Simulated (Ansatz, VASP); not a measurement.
Two plane-wave programs on Os

```
Os
1.0
     4.98502    0.00000    0.00000
     0.00000    4.98502    0.00000
     0.00000    0.00000    4.98502
Os
8
Cartesian
  4.9850 4.9850 4.9850
  2.4925 2.4925 2.4925
  1.2463 4.9850 2.4925
  3.7388 4.9850 2.4925
  2.4925 1.2463 4.9850
  2.4925 3.7388 0.0000
  4.9850 2.4925 1.2463
  4.9850 2.4925 3.7388
```

Alike in both runs: functional BLYP; k mesh 5 × 5 × 5; occupations fermi-dirac, width 0.1 eV; no spin polarisation.

Ansatz relaxed the structure, and its values are those at the end. VASP's run is a single point on that final structure, the one shown.

|  | VASP | Ansatz |
| --- | --- | --- |
| version | VASP 6.6.1 | Ansatz 0.2.0 |
| potentials or method | VASP PAW PBE potentials, release 64 (Os), cutoff 520 eV | plane waves (420 eV) with PAW, scalar-relativistic |
| valence electrons in the cell | 64 | 128 |

Ansatz gave:

| Property | Result |
| --- | --- |
| pressure (GPa) | 0.0 |

Estimate VASP's values.

pressure (GPa): 2.3.

VASP's potentials were made for PBE, not for BLYP. VASP's potentials hold 64 valence electrons a cell and Ansatz's 128, so a difference there can come from the potentials and not from the codes.

Spin-orbit coupling is off throughout.
